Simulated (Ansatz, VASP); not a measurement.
**Two plane-wave programs on Mg3Sb2**

File INCAR:

```
ALGO     = Normal         # electronic algorithm
EDIFF    = 1E-6           # SCF threshold, eV
ENCUT    = 600            # plane-wave cutoff, eV
GGA      = PE             # functional
GGA_COMPAT= False        
ISIF     = 2              # what is computed and relaxed
ISMEAR   = -1             # smearing method
LASPH    = True           # aspherical terms in the spheres
LCHARG   = False          # write CHGCAR
LREAL    = False          # projectors in reciprocal space
LWAVE    = False          # write WAVECAR
NBANDS   = 16             # bands
NELM     = 120            # most SCF steps
PREC     = Accurate       # precision mode
SIGMA    = 0.02           # smearing width, eV
```

The input KPOINTS:

```
k-points
0
Gamma
  6 6 4
```

Contents of POSCAR:

```
Mg3Sb2
1.0
    4.5696659247      0.0000000000      0.0000000000
   -2.2848329624      3.9574467776      0.0000000000
    0.0000000000      0.0000000000      6.8236976478
Mg Sb
3 2
Direct
    0.3333333333      0.6666666667      0.6400650755
    0.6666666667      0.3333333333      0.3599349245
    0.0000000000      0.0000000000      0.0000000000
    0.3333333333      0.6666666667      0.2247199469
    0.6666666667      0.3333333333      0.7752800531
```

Input for Ansatz:

```yaml
crystal:
  lattice:
    - [4.5696659247, 0.0, 0.0]
    - [-2.2848329624, 3.9574467776, 0.0]
    - [0.0, 0.0, 6.8236976478]
  atoms:
    - { symbol: Mg, position: [0.3333333333, 0.6666666667, 0.6400650755] }
    - { symbol: Mg, position: [0.6666666667, 0.3333333333, 0.3599349245] }
    - { symbol: Mg, position: [0.0, 0.0, 0.0] }
    - { symbol: Sb, position: [0.3333333333, 0.6666666667, 0.2247199469] }
    - { symbol: Sb, position: [0.6666666667, 0.3333333333, 0.7752800531] }
kpoints:
  mp_grid: { grid: [6, 6, 4] }
  band_path:
    path:
      - [0.0, 0.0, 0.0]
      - [0.5, 0.0, 0.0]
      - [0.3333333333, 0.3333333333, 0.0]
      - [0.0, 0.0, 0.5]
      - [0.5, 0.0, 0.5]
      - [0.3333333333, 0.3333333333, 0.5]
      - [0.0, 0.5, 0.0]
    npoints: 1
hamiltonian:
  xc: pbe
scf:
  occupations: { method: fermi_dirac, width: 0.02 }
  n_extra_bands: 5
output:
  forces: true
  stress: true
  eigenvalues: true
  write_density: true
  write_potential: true
  elf: true
  volumetric_format: npy
```

Change from the starting cell: uniaxial_z strain -5.8%.

Alike in both runs: task single point; functional PBE; k mesh 6 × 6 × 4; occupations fermi-dirac, width 0.02 eV; no spin polarisation.

```csv
,VASP,Ansatz
version,VASP 6.6.1,Ansatz 0.2.0
potentials or method,"VASP PAW PBE potentials, release 64 (Mg, Sb)","plane waves, PAW"
plane-wave cutoff (eV),600,420
valence electrons in the cell,16,60
```

```tsv
	VASP	Ansatz	Ansatz less VASP
pressure (GPa)	3.8	3.7	-0.07
traceless stress, the component that is largest in VASP (GPa)	2.01	1.99	-0.014
rms of the force components (eV/Å)	0.078	0.071	-0.0069
```

Atom by atom the forces differ by 0.007 eV/Å (rms over components). The functional is the same, so the differences come from potentials, cutoffs and numerics. VASP's potentials hold 16 valence electrons a cell and Ansatz's 60, so a difference there can come from the potentials and not from the codes.

Neither program's run includes spin-orbit coupling.
